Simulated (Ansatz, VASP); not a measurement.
## B in VASP and in Ansatz

```xyz
12
Lattice="2.4491 1.4140 4.1709 -2.4491 1.4140 4.1709 0.0000 -2.8280 4.1709" Properties=species:S:1:pos:R:3 pbc="T T T"
B    -1.5786    0.9114    2.8118
B     0.0000   -1.8228    2.8118
B     1.5786    0.9114    2.8118
B    -1.5786   -0.9114    9.7009
B     1.5786   -0.9114    9.7009
B     0.0000    1.8228    9.7009
B    -1.0072    0.5815    4.4744
B     0.0000   -1.1630    4.4744
B     1.0072    0.5815    4.4744
B    -1.0072   -0.5815    8.0383
B     1.0072   -0.5815    8.0383
B     0.0000    1.1630    8.0383
```

Alike in both runs: functional r2SCAN; k mesh 9 × 9 × 9; occupations gaussian, width 0.02 eV; no spin polarisation.

Ansatz relaxed the structure, and its values are those at the end. VASP's run is a single point on that final structure, the one shown.

```csv
,VASP,Ansatz
version,VASP 6.6.1,Ansatz 0.2.0
potentials or method,"VASP PAW PBE potentials, release 64 (B), cutoff 520 eV","scalar-relativistic, plane waves, PAW"
valence electrons in the cell,36,36
```

Ansatz gave:

| Property | Result |
| --- | --- |
| gap on the k mesh at the Fermi level (eV) | 1.63 |
| least direct gap on the mesh (eV) | 2.04 |
| pressure (GPa) | 0.0 |
| rms of the force components (eV/Å) | 0.000 |

Question: What did VASP give for the same quantities?

Answer: gap on the k mesh at the Fermi level (eV): 1.63; least direct gap on the mesh (eV): 2.04; pressure (GPa): 0.3; rms of the force components (eV/Å): 0.012.

VASP's potentials were made for PBE, not for r2SCAN. The functional is the same, so the differences come from potentials, cutoffs and numerics.
